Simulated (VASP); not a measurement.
ScRu3, 4 atoms in the cell. Symmetry: Pm-3m, No. 221, cubic system. The conventional cell has a = 3.938 Å, b = 3.938 Å, c = 3.938 Å, α = 90.00°, β = 90.00°, γ = 90.00°. Ru (site symmetry 4/mmm) has 8 Ru at 2.78 Å and 4 Sc at 2.78 Å within 3.7 Å. Sc (site symmetry m-3m) has 12 Ru at 2.78 Å within 3.7 Å. 

```yaml
Program: VASP 6.6.1
Task: single point
Functional: LDA
Potentials_or_basis: VASP PAW LDA potentials, release 64 (Ru_pv, Sc_sv)
Cutoff: 520 eV
k_mesh: 11 × 11 × 11
Occupations: fermi-dirac, width 0.1 eV
Spin: no spin polarisation
Dipole_correction: no
Further_INCAR_settings: ALGO = Fast; EDIFF = 1e-07; NBANDS = 34
```

Potentials or basis: VASP PAW LDA potentials, release 64 (Ru_pv, Sc_sv).

Run with:

```bash
$ cat potpaw_LDA.64/Ru_pv/POTCAR potpaw_LDA.64/Sc_sv/POTCAR > POTCAR
$ mpirun -np 1 vasp_std > vasp.out
```

Hardware: 1 thread of AMD EPYC 7R13 Processor (Zen 3), with other jobs on the host.

**Question.** Estimate the wall time of this run.

**Answer.** Run time: 2.3 min on 1 thread of AMD EPYC 7R13 Processor (Zen 3), with other jobs on the host, peak memory 0.18 GiB. Counts: scf iterations 19, k points 56.
